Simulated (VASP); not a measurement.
Crystal: Ta2SiOF2.

```
Ta Si O F
1.0
     2.44067   -4.06324    0.00000
     2.44067    4.06324    0.00000
     0.00000    0.00000    3.93175
Ta Si O F
2 1 1 2
Direct
  0.50000 0.00000 0.50000
  0.00000 0.50000 0.50000
  0.50000 0.50000 0.50000
  0.00000 0.00000 0.00000
  0.66418 0.33582 0.00000
  0.33582 0.66418 0.00000
```

The cell was generated, and may not be a known phase.

```yaml
Program: VASP 6.6.1
Task: relaxation of cell and atoms
Functional: PBE
Potentials_or_basis: VASP PAW PBE potentials, release 64 (Ta_pv, Si, O, F)
Cutoff: 600 eV
k_mesh: 4 × 4 × 4
Occupations: gaussian, width 0.1 eV
Spin: no spin polarisation
```

At the start: pressure 22.5 GPa; volume 13.00 Å³/atom.

Task: How do energy, volume and symmetry change on relaxing?

Result: Over 20 steps the energy falls by 281.0 meV/atom and the volume is 15.01 Å³/atom (+15.5 %); space group Cmmm (No. 65, to 0.1 Å) before and after.

Step by step:
| step | energy change (eV) | largest force (eV/Å) | pressure (GPa) | volume (Å³) |
| --- | --- | --- | --- | --- |
| 1 | 0.0000 | 0.7637 | 22.53 | 77.98 |
| 2 | -0.7491 | 0.8608 | -10.77 | 100.09 |
| 3 | -1.1442 | 0.8501 | -1.28 | 90.98 |
| 4 | -1.2308 | 0.7795 | -0.66 | 90.21 |
| 5 | -1.3505 | 0.7073 | 1.26 | 88.05 |
| 6 | -1.3606 | 0.6746 | 2.17 | 87.06 |
| 7 | -1.4193 | 0.5650 | 1.51 | 87.51 |
| 8 | -1.4762 | 0.1166 | -0.08 | 88.62 |
| 9 | -1.4777 | 0.1993 | 0.13 | 88.45 |
| 10 | -1.5257 | 0.1949 | 0.29 | 88.65 |
| 11 | -1.5872 | 0.1128 | 1.09 | 89.13 |
| 12 | -1.6285 | 0.1879 | -0.24 | 90.17 |
| 13 | -1.6483 | 0.2669 | -1.83 | 91.56 |
| 14 | -1.6653 | 0.2626 | -0.17 | 90.30 |
| 15 | -1.6658 | 0.2609 | 0.17 | 90.05 |
| 16 | -1.6755 | 0.1935 | 0.29 | 89.92 |
| 17 | -1.6846 | 0.0004 | 0.62 | 89.58 |
| 18 | -1.6848 | 0.0196 | 0.58 | 89.62 |
| 19 | -1.6851 | 0.0107 | -0.67 | 90.46 |
| 20 | -1.6861 | 0.0149 | -0.10 | 90.07 |

Final structure:
```
Ta Si O F
1.0
     2.65628   -4.49351    0.00000
     2.65628    4.49351    0.00000
     0.00000    0.00000    3.77302
Ta Si O F
2 1 1 2
Direct
  0.50000 0.00000 0.50000
  0.00000 0.50000 0.50000
  0.50000 0.50000 0.50000
  0.00000 0.00000 0.00000
  0.72591 0.27409 0.00000
  0.27409 0.72591 0.00000
```

Caveat: the k points lie up to 0.42 Å⁻¹ apart in the final cell, too coarse for converged energies and pressures of a metal; the volume moved by over 15 % at a fixed basis, so the end points are rough.
